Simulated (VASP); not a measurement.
# Li2Si4P: relaxation of cell and atoms with PBE

The system is Li2Si4P.

```xyz
7
Lattice="8.1634 0.0000 0.0000 -4.0817 7.0697 0.0000 0.0000 0.0000 4.0633" Properties=species:S:1:pos:R:3 pbc="T T T"
Li    0.0000    4.7131    2.0316
Li    4.0817    2.3566    2.0316
Si    4.0817    0.0000    2.0316
Si   -2.0408    3.5348    2.0316
Si    2.0408    3.5348    2.0316
Si    0.0000    0.0000    2.0316
P     0.0000    0.0000    0.0000
```

```
Program                : VASP 6.6.1
Task                   : relaxation of cell and atoms
Functional             : PBE
Potentials or basis    : VASP PAW PBE potentials, release 64 (Li_sv, Si, P)
Cutoff                 : 600 eV
k mesh                 : 6 × 6 × 10
Occupations            : gaussian, width 0.1 eV
Spin                   : no spin polarisation
Dipole correction      : no
Further INCAR settings : ALGO = Normal; EDIFF = 1e-07; IBRION = 2; EDIFFG = -0.01; NSW = 100; ISIF = 3
```

* Relaxed volume: 33.98 Å³/atom
* Relaxed cell: a = 8.115 Å, b = 8.115 Å, c = 4.170 Å, α = 90.00°, β = 90.00°, γ = 120.00°
* Space group after relaxing (to 0.05 Å): P6/mmm (No. 191)
* Energy gained by relaxing: 2.8 meV/atom
* Ionic steps: 8
* Pressure after relaxing: 0.0 GPa

The path:
| step | energy change (eV) | largest force (eV/Å) | pressure (GPa) | volume (Å³) |
| --- | --- | --- | --- | --- |
| 1 | 0.0000 | 0.0000 | 0.43 | 234.50 |
| 2 | -0.0157 | 0.0000 | 0.09 | 237.58 |
| 3 | -0.0183 | 0.0000 | 0.00 | 239.00 |
| 4 | -0.0183 | 0.0000 | -0.15 | 241.85 |
| 5 | -0.0191 | 0.0000 | -0.08 | 240.47 |
| 6 | -0.0191 | 0.0000 | -0.08 | 240.35 |
| 7 | -0.0195 | 0.0000 | -0.05 | 239.72 |
| 8 | -0.0198 | 0.0000 | 0.04 | 237.84 |

Final structure:
```
CELL_PARAMETERS angstrom
8.11545 0.00000 0.00000
-4.05773 7.02819 0.00000
0.00000 0.00000 4.16995
ATOMIC_POSITIONS crystal
Li 0.33333 0.66667 0.50000
Li 0.66667 0.33333 0.50000
Si 0.50000 0.00000 0.50000
Si 0.00000 0.50000 0.50000
Si 0.50000 0.50000 0.50000
Si 0.00000 0.00000 0.50000
P 0.00000 0.00000 0.00000
```

Levels at points of the mesh, in eV from the Fermi level:
| k point | band 11 | band 12 | band 13 | band 14 | band 15 | band 16 |
| --- | --- | --- | --- | --- | --- | --- |
| (0.00, 0.00, 0.00) | -1.64 | -0.47 | -0.47 | 1.19 | 1.35 | 1.35 |
| (0.50, 0.00, 0.00) | -1.29 | -0.58 | -0.41 | 0.07 | 0.66 | 1.24 |
| (0.00, 0.00, 0.50) | -1.07 | -1.07 | -1.00 | -0.17 | -0.17 | 0.55 |
| (0.50, 0.00, 0.50) | -0.72 | -0.63 | -0.46 | -0.18 | -0.02 | 0.00 |

It took 17 min on 1 thread of Intel(R) Xeon(R) Platinum 8259CL CPU @ 2.50GHz (Skylake/Cascade Lake), with other jobs on the host, peak memory 0.55 GiB.

Caveat: the cutoff is under 1.25 times the usual one of these potentials, so pressure, stress and relaxed cells hold a basis-set (Pulay) error.
